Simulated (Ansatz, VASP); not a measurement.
**One calculation of NbN, two programs**

```
Nb N
1.0
     3.12650    0.00000    0.00000
     0.00000    3.12650    0.00000
     0.00000    0.00000   26.05386
Nb N
6 6
Cartesian
  0.0000 0.0000 7.5000
  1.5633 1.5633 9.7108
  0.0000 0.0000 11.9215
  1.5633 1.5633 14.1323
  0.0000 0.0000 16.3431
  1.5633 1.5633 18.5539
  1.5633 1.5633 7.5000
  0.0000 0.0000 9.7108
  1.5633 1.5633 11.9215
  0.0000 0.0000 14.1323
  1.5633 1.5633 16.3431
  0.0000 0.0000 18.5539
```

Alike in both runs: task single point; functional PBE; k mesh 11 × 11 × 1; occupations gaussian, width 0.1 eV; no spin polarisation.

|  | VASP | Ansatz |
| --- | --- | --- |
| version | VASP 6.6.1 | Ansatz 0.2.0 |
| potentials or method | VASP PAW PBE potentials, release 64 (Nb_sv, N), cutoff 520 eV | scalar-relativistic, plane waves, PAW |
| valence electrons in the cell | 108 | 108 |

```tsv
	VASP	Ansatz	Ansatz less VASP
gap on the k mesh at the Fermi level (eV)	none	none	-
rms of the force components (eV/Å)	0.713	0.712	-0.0016
```

A gap of «none» marks a metal or a gap that the smearing closes. The functional is the same, so the differences come from potentials, cutoffs and numerics. Ansatz's warnings: xc potential rough in thin density.
